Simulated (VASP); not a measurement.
# Cs (Im-3m) in VASP: notebook

Runs on Cs. Level: r2SCAN. Tasks: single point.

All numbers are computed with VASP 6.6.1; they aren't measurements. Logs are shortened: lines on timing, memory, paths and dates and some standing lists are left out, and cuts for length are marked.

**1. The cell of the first run**

The structure is cubic, space group Im-3m (No. 229). Conventional cell: a = 6.189 Å, b = 6.189 Å, c = 6.189 Å, α = 90.00°, β = 90.00°, γ = 90.00°.

**2. Single point, r2SCAN**

POSCAR reads:

```
Cs
1.0
   -3.0946968761      3.0946968761      3.0946968761
    3.0946968761     -3.0946968761      3.0946968761
    3.0946968761      3.0946968761     -3.0946968761
Cs
1
Direct
    0.0000000000      0.0000000000      0.0000000000
```

INCAR.step1 reads:

```
SYSTEM = Cs
ALGO     = Normal         ! electronic algorithm
EDIFF    = 1E-4           ! SCF threshold, eV
ENCUT    = 520            ! plane-wave cutoff, eV
GGA      = PE             ! functional
ISMEAR   = 0              ! smearing method
LASPH    = .True.         ! aspherical terms in the spheres
LCHARG   = .False.        ! write CHGCAR
LREAL    = .False.        ! projectors in reciprocal space
LWAVE    = .True.         ! write WAVECAR
NBANDS   = 10             ! bands
NELM     = 100            ! most SCF steps
PREC     = Accurate       ! precision mode
SIGMA    = 0.05           ! smearing width, eV
```

INCAR.step2 reads:

```
SYSTEM = Cs
ALGO     = Normal         ! electronic algorithm
EDIFF    = 1E-7           ! SCF threshold, eV
ENCUT    = 520            ! plane-wave cutoff, eV
ISIF     = 2              ! what is computed and relaxed
ISMEAR   = 0              ! smearing method
ISTART   = 1            
LASPH    = .True.         ! aspherical terms in the spheres
LCHARG   = .True.         ! write CHGCAR
LELF     = .True.         ! ELF
LMIXTAU  = .True.       
LREAL    = .False.        ! projectors in reciprocal space
LVHAR    = .True.       
LWAVE    = .False.        ! write WAVECAR
METAGGA  = R2SCAN         ! meta-GGA
NBANDS   = 10             ! bands
NELM     = 100            ! most SCF steps
PREC     = Accurate       ! precision mode
SIGMA    = 0.05           ! smearing width, eV
```

KPOINTS reads:

```
k-points
0
Gamma
  10 10 10
  0 0 0
```

Potentials or basis: VASP PAW PBE potentials, release 64 (Cs_sv).

Run with:

```sh
> cat potpaw_PBE.64/Cs_sv/POTCAR > POTCAR
> cp INCAR.step1 INCAR
> mpirun -np 1 vasp_std > vasp.out
> cp INCAR.step2 INCAR
> mpirun -np 1 vasp_std > vasp.out
```

OUTCAR:

```text
SYSTEM = Cs
   EDIFF = 1E-7
   ENCUT = 520
   ISIF = 2
   ISMEAR = 0
   ISTART = 1
   LASPH = .True.
   LREAL = .False.
   METAGGA = R2SCAN
   NELM = 100
   PREC = Accurate

 ion  position               nearest neighbor table
   1  0.000  0.000  0.000-

  LATTYP: Found a body centered cubic cell.
 ALAT       =     6.1893937522

  Lattice vectors:

 A1 = (  -3.0946968761,   3.0946968761,   3.0946968761)
 A2 = (   3.0946968761,  -3.0946968761,   3.0946968761)
 A3 = (   3.0946968761,   3.0946968761,  -3.0946968761)

Analysis of symmetry for initial positions (statically):
=====================================================================
 Subroutine PRICEL returns:
 Original cell was already a primitive cell.

 Routine SETGRP: Setting up the symmetry group for a
 body centered cubic supercell.

 Subroutine GETGRP returns: Found 48 space group operations
[... 9 lines left out ...]

 Routine SETGRP: Setting up the symmetry group for a
 body centered cubic supercell.

 Subroutine GETGRP returns: Found 48 space group operations
[... 11 lines left out ...]
                                     Primitive cell

  volume of cell :     118.5535

  direct lattice vectors                    reciprocal lattice vectors
    -3.094696876  3.094696876  3.094696876     0.000000000  0.161566712  0.161566712
     3.094696876 -3.094696876  3.094696876     0.161566712  0.000000000  0.161566712
     3.094696876  3.094696876 -3.094696876     0.161566712  0.161566712  0.000000000

  length of vectors
     5.360172223  5.360172223  5.360172223     0.228489836  0.228489836  0.228489836

  position of ions in fractional coordinates (direct lattice)
     0.000000000  0.000000000  0.000000000

  ion indices of the primitive-cell ions
   primitive index   ion index
                 1           1

----------------------------------------------------------------------------------------

 KPOINTS: k-points

Automatic generation of k-mesh.
 Grid dimensions read from file:
 generate k-points for:   10   10   10

 Generating k-lattice:

  Cartesian coordinates                     Fractional coordinates (reciprocal lattice)
     0.000000000  0.016156671  0.016156671     0.100000000  0.000000000  0.000000000
     0.016156671  0.000000000  0.016156671     0.000000000  0.100000000  0.000000000
     0.016156671  0.016156671  0.000000000     0.000000000  0.000000000  0.100000000

  Length of vectors
     0.022848984  0.022848984  0.022848984

  Shift w.r.t. Gamma in fractional coordinates (k-lattice)
     0.000000000  0.000000000  0.000000000

 Subroutine IBZKPT returns following result:
 ===========================================

 Found     47 irreducible k-points:

 Following reciprocal coordinates:
            Coordinates               Weight
  0.000000  0.000000  0.000000      1.000000
  0.100000  0.000000  0.000000     12.000000
  0.200000  0.000000  0.000000     12.000000
  0.300000  0.000000  0.000000     12.000000
  0.400000  0.000000  0.000000     12.000000
  0.500000  0.000000  0.000000      6.000000
[... 16 lines left out ...]
  0.300000  0.300000  0.100000      8.000000
 -0.300000  0.300000  0.100000     24.000000
 [... further k-points ...]
   k-points           NKPTS =     47   k-points in BZ     NKDIM =     47   number of bands    NBANDS=     10
   number of dos      NEDOS =    301   number of ions     NIONS =      1
   total plane-waves  NPLWV =  64000
   dimension x,y,z NGX =    40 NGY =   40 NGZ =   40
   dimension x,y,z NGXF=    80 NGYF=   80 NGZF=   80
   ions per type =               1
   NGX,Y,Z   is equivalent  to a cutoff of  12.41, 12.41, 12.41 a.u.
   NGXF,Y,Z  is equivalent  to a cutoff of  24.81, 24.81, 24.81 a.u.
 SYSTEM =  Cs
   PREC   = accura    normal or accurate (medium, high low for compatibility)
   ISTART =      1    job   : 0-new  1-cont  2-samecut
   ICHARG =      0    charge: 1-file 2-atom 10-const
   ISPIN  =      1    spin polarized calculation?
   LNONCOLLINEAR =      F non collinear calculations
   LSORBIT =      F    spin-orbit coupling
   LASPH  =      T    aspherical Exc in radial PAW
   ENCUT  =  520.0 eV  38.22 Ry    6.18 a.u.   9.97  9.97  9.97*2*pi/ulx,y,z
   NELM   =    100;   NELMIN=  2; NELMDL=  0     # of ELM steps
   EDIFF  = 0.1E-06   stopping-criterion for ELM
   LREAL  =      F    real-space projection
   EDIFFG = 0.1E-05   stopping-criterion for IOM
   NSW    =      0    number of steps for IOM
   IBRION =     -1    ionic relax: 0-MD 1-quasi-New 2-CG
   NFREE  =      0    steps in history (QN), initial steepest desc. (CG)
   ISIF   =      2    stress and relaxation
   ISYM   =      2    0-nonsym 1-usesym 2-fastsym
   POTIM  = 0.5000    time-step for ionic-motion
   TEBEG  =    0.0;   TEEND  =   0.0 temperature during run
   PSTRESS=    0.0 pullay stress
   NELECT =       9.0000    total number of electrons
   NUPDOWN=      -1.0000    fix difference up-down
   EMIN   =  10.00;   EMAX   =-10.00  energy-range for DOS
   EFERMI =   0.00;   METHOD = LEGACY
   ISMEAR =     0;   SIGMA  =   0.05  broadening in eV -4-tet -1-fermi 0-gaus
   EFERMI_NEDOS =   21; number of points for ismear=-14 and -15
   IALGO  =     38    algorithm
   IMIX   =      4    mixing-type and parameters
     AMIX     =   0.40;   BMIX     =  1.00
     AMIX_MAG =   1.60;   BMIX_MAG =  1.00
  volume/ion in A,a.u.               =     118.55       800.04
  Fermi-wavevector in a.u.,A,eV,Ry     =   0.693188  1.309935  6.537726  0.480509
  Thomas-Fermi vector in A             =   1.775331
   LORBIT       =      0    0 simple, 1 ext, 2 COOP (PROOUT), +10 PAW based schemes
   METAGGA = R2SCAN    functional components
   LHFCALC =     F    Hartree Fock is set to
   AEXX    =    0.0000 exact exchange contribution
   IVDW    =     0    specifies the selected vdW correction
   LEPSILON=     F    determine dielectric tensor
   LRPA    =     F    only Hartree local field effects (RPA)
 non-spin polarized calculation
 Gauss-broadening in eV      SIGMA  =   0.05
  energy-cutoff  :      520.00
  volume of cell :      118.55
 maximum number of plane-waves:      3252
   NGX = 19   NGY = 19   NGZ = 19

 number of electron       9.0000002 magnetization

 Free energy of the ion-electron system (eV)
  ---------------------------------------------------
  ext. energy  EPLUGINS =         0.00000000
  ---------------------------------------------------
  free energy    TOTEN  =       -25.01477416 eV

  energy without entropy =      -25.01207824  energy(sigma->0) =      -25.01342620

 E-fermi :   0.4890     XC(G=0):  -5.5551

 val. band max:        0.4802038308   @ k =  -0.3000   0.4000   0.2000
 cond. band min:       0.4915277102   @ k =   0.3000   0.2000   0.0000
 fundamental gap:      0.0113238794
 Fermi energy:         0.4889752407

 k-point     1 :       0.0000    0.0000    0.0000
  band No.  band energies     occupation
      1     -24.3441      2.00000
      2     -10.7150      2.00000
      3     -10.7150      2.00000
      4     -10.7150      2.00000
      5      -1.2805      2.00000
      6       3.2594      0.00000
      7       3.2594      0.00000
      8       3.2594      0.00000
      9       4.1140      0.00000
     10       4.1140      0.00000

 k-point     2 :       0.1000    0.0000    0.0000
  band No.  band energies     occupation
      1     -24.3435      2.00000
      2     -10.7274      2.00000
      3     -10.7189      2.00000
      4     -10.7150      2.00000
      5      -1.1674      2.00000
      6       3.1225      0.00000
      7       3.1236      0.00000
      8       3.3706      0.00000
      9       3.9259      0.00000
     10       4.0839      0.00000

 k-point     3 :       0.2000    0.0000    0.0000
  band No.  band energies     occupation
      1     -24.3420      2.00000
      2     -10.7596      2.00000
      3     -10.7291      2.00000
      4     -10.7152      2.00000
      5      -0.8427      2.00000
      6       2.6338      0.00000
      7       2.8384      0.00000
      8       3.6992      0.00000
      9       3.9044      0.00000
     10       4.0594      0.00000

 k-point     4 :       0.3000    0.0000    0.0000
  band No.  band energies     occupation
      1     -24.3400      2.00000
      2     -10.7986      2.00000
      3     -10.7416      2.00000
      4     -10.7154      2.00000
      5      -0.3523      2.00000
      6       2.0631      0.00000
      7       2.5659      0.00000
      8       4.0372      0.00000
      9       4.1349      0.00000
     10       4.2297      0.00000

 k-point     5 :       0.4000    0.0000    0.0000
  band No.  band energies     occupation
      1     -24.3384      2.00000
      2     -10.8295      2.00000
      3     -10.7517      2.00000
      4     -10.7155      2.00000
      5       0.2133      2.00000
      6       1.5569      0.00000
      7       2.3834      0.00000
      8       4.0640      0.00000
      9       4.3513      0.00000
     10       4.9255      0.00000

 k-point     6 :       0.5000    0.0000    0.0000
  band No.  band energies     occupation
      1     -24.3378      2.00000
      2     -10.8411      2.00000
      3     -10.7555      2.00000
      4     -10.7156      2.00000
      5       0.5826      0.00808
      6       1.2411      0.00000
      7       2.3201      0.00000
      8       4.0067      0.00000
      9       4.5995      0.00000
     10       4.9761      0.00000
[... 183 lines left out ...]
 k-point    21 :       0.3000    0.2000    0.1000
  band No.  band energies     occupation
      1     -24.3376      2.00000
      2     -10.8146      2.00000
      3     -10.7708      2.00000
      4     -10.7374      2.00000
      5       0.9189      0.00000
      6       1.4411      0.00000
      7       1.8141      0.00000
      8       3.9607      0.00000
      9       4.4912      0.00000
     10       4.6517      0.00000

 k-point    22 :      -0.2000    0.2000    0.1000
  band No.  band energies     occupation
      1     -24.3414      2.00000
      2     -10.7597      2.00000
      3     -10.7332      2.00000
      4     -10.7249      2.00000
      5      -0.7376      2.00000
      6       2.6540      0.00000
      7       2.8852      0.00000
      8       3.3349      0.00000
      9       3.6696      0.00000
     10       4.4545      0.00000

 k-point    23 :       0.3000    0.3000    0.1000
  band No.  band energies     occupation
      1     -24.3374      2.00000
      2     -10.7941      2.00000
      3     -10.7941      2.00000
      4     -10.7413      2.00000
      5       1.3818      0.00000
      6       1.3818      0.00000
      7       1.4815      0.00000
      8       3.7563      0.00000
      9       4.5500      0.00000
     10       4.5500      0.00000

 k-point    24 :      -0.3000    0.3000    0.1000
  band No.  band energies     occupation
      1     -24.3395      2.00000
      2     -10.7968      2.00000
      3     -10.7460      2.00000
      4     -10.7246      2.00000
      5      -0.2556      2.00000
      6       2.0674      0.00000
      7       2.6397      0.00000
      8       3.4520      0.00000
      9       4.1906      0.00000
     10       4.5083      0.00000

 [... further k-points ...]

------------------------ aborting loop because EDIFF is reached ----------------------------------------

  FORCE on cell =-STRESS in cart. coord.  units (eV):
  Direction    XX          YY          ZZ          XY          YZ          ZX
  --------------------------------------------------------------------------------------
  -------------------------------------------------------------------------------------
  Total        0.0622767      0.0622767      0.0622767     -0.0000000      0.0000000      0.0000000
  in kB        0.8416312      0.8416312      0.8416312     -0.0000000      0.0000000      0.0000000
  external PRESSURE =       0.8416312 kB  Pullay stress =       0.0000000 kB

 VOLUME and BASIS-vectors are now :
 -----------------------------------------------------------------------------
  energy-cutoff  :      520.00
  volume of cell :      118.55
      direct lattice vectors                 reciprocal lattice vectors
    -3.094696876  3.094696876  3.094696876     0.000000000  0.161566712  0.161566712
     3.094696876 -3.094696876  3.094696876     0.161566712  0.000000000  0.161566712
     3.094696876  3.094696876 -3.094696876     0.161566712  0.161566712  0.000000000

 POSITION                                       TOTAL-FORCE (eV/Angst)
 -----------------------------------------------------------------------------------
      0.00000      0.00000      0.00000         0.000000     -0.000000      0.000000
 -----------------------------------------------------------------------------------
    total drift:                               -0.000000      0.000000     -0.000000

  FREE ENERGIE OF THE ION-ELECTRON SYSTEM (eV)
  ---------------------------------------------------
  free  energy   TOTEN  =       -25.0147741641 eV

  energy  without entropy=      -25.0120782423  energy(sigma->0) =      -25.01342620
```

It took 89 s on 1 thread of Intel Xeon 6975P-C (Granite Rapids), shared host; peak memory 0.27 GiB.

What came out:

| Item | Value |
| --- | --- |
| Free energy | -25.0148 eV |
| Pressure | 0.1 GPa |

Caveat: the PAW data sets were made with another functional, which shifts forces and pressure a little; spin-orbit coupling is left out, which moves the levels of the heavy elements.

**3. Single point, r2SCAN**

This run uses another cell than the first one, of 124.09 Å³/atom, 1.047 times its volume.

POSCAR reads:

```
Cs
1.0
   -3.1421219542      3.1421219542      3.1421219542
    3.1421219542     -3.1421219542      3.1421219542
    3.1421219542      3.1421219542     -3.1421219542
Cs
1
Direct
    0.0000000000      0.0000000000      0.0000000000
```

INCAR.step1 reads:

```
  PREC = Accurate
  ENCUT = 520
  ISMEAR = 0
  SIGMA = 0.05
  LREAL = F
  LASPH = T
  NELM = 80
  NBANDS = 10
  GGA = PE
  ALGO = Normal
  EDIFF = 1E-4
  LWAVE = T
  LCHARG = F
```

INCAR.step2 reads:

```
  PREC = Accurate
  ENCUT = 520
  EDIFF = 1E-6
  ISMEAR = 0
  SIGMA = 0.05
  LREAL = F
  LASPH = T
  NELM = 80
  ALGO = Normal
  ISIF = 2
  LWAVE = F
  LCHARG = F
  METAGGA = R2SCAN
  LMIXTAU = T
  NBANDS = 10
  ISTART = 1
```

KPOINTS reads:

```
regular mesh
0
Gamma
  10 10 10
```

Potentials or basis: VASP PAW PBE potentials, release 64 (Cs_sv).

Run with:

```sh
> cat potpaw_PBE.64/Cs_sv/POTCAR > POTCAR
> cp INCAR.step1 INCAR
> mpirun -np 1 vasp_std > vasp.out
> cp INCAR.step2 INCAR
> mpirun -np 1 vasp_std > vasp.out
```

Wall time 84 s (1 thread of Intel Xeon 6975P-C (Granite Rapids), shared host); peak memory 0.28 GiB.

It converged, with:

```
Free energy : -25.0162 eV
Pressure    : 0.0 GPa
```

Levels at points of the mesh, in eV from the Fermi level:
```tsv
k point	band 1	band 2	band 3	band 4	band 5	band 6	band 7	band 8
(0.00, 0.00, 0.00)	-24.86	-11.23	-11.23	-11.23	-1.72	2.75	2.75	2.75
(0.50, 0.00, 0.00)	-24.85	-11.34	-11.27	-11.23	0.12	0.71	1.84	3.45
(0.50, 0.50, 0.50)	-24.85	-11.31	-11.31	-11.31	0.70	0.70	3.04	3.04
```

Caveat: the PAW data sets were made with another functional, which shifts forces and pressure a little; spin-orbit coupling is left out, which moves the levels of the heavy elements.
